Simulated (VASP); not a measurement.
Input of a VASP 6.6.1 run:

POSCAR

```
KBr
1.0
    0.0000000000      3.6145333083      3.6145333083
    3.6145333083      0.0000000000      3.6145333083
    3.6145333083      3.6145333083      0.0000000000
K Br
1 1
Direct
    0.0000000000      0.0000000000      0.0000000000
    0.2500000000      0.2500000000      0.2500000000
```

INCAR.step1

```
SYSTEM = KBr
ALGO = Normal
EDIFF = 1E-5
ENCUT = 520
GGA = PE
ISIF = 2
ISMEAR = 0
LASPH = .True.
LCHARG = .False.
LREAL = .False.
LWAVE = .True.
NBANDS = 15
NELM = 80
PREC = Accurate
SIGMA = 0.01
```

File INCAR.step2:

```
SYSTEM = KBr
ALGO = Normal
EDIFF = 1E-6
ENCUT = 520
GGA = PE
HFSCREEN = 0.2079
ISIF = 2
ISMEAR = 0
ISTART = 1
LASPH = .True.
LCHARG = .False.
LHFCALC = .True.
LREAL = .False.
LWAVE = .False.
NBANDS = 15
NELM = 80
PREC = Accurate
PRECFOCK = Normal
SIGMA = 0.01
```

Contents of KPOINTS:

```
k-points
0
Gamma
  4 4 4
  0 0 0
```

Potentials or basis: VASP PAW PBE potentials, release 64 (K_sv, Br).

Run with:

```bash
$ cat potpaw_PBE.64/K_sv/POTCAR potpaw_PBE.64/Br/POTCAR > POTCAR
$ cp INCAR.step1 INCAR
$ mpirun -np 1 vasp_std > vasp.out
$ cp INCAR.step2 INCAR
$ mpirun -np 1 vasp_std > vasp.out
```

Q: What does it give for the band gap on the k mesh?

A: 5.51 eV (least direct gap 5.53 eV).

Q: Estimate the pressure.

A: 0.9 GPa.

Caveat: the cell differs from its parent crystal (strain -2.0%); the PAW data sets were made with another functional, which shifts forces and pressure a little. A k mesh can miss the band edges.
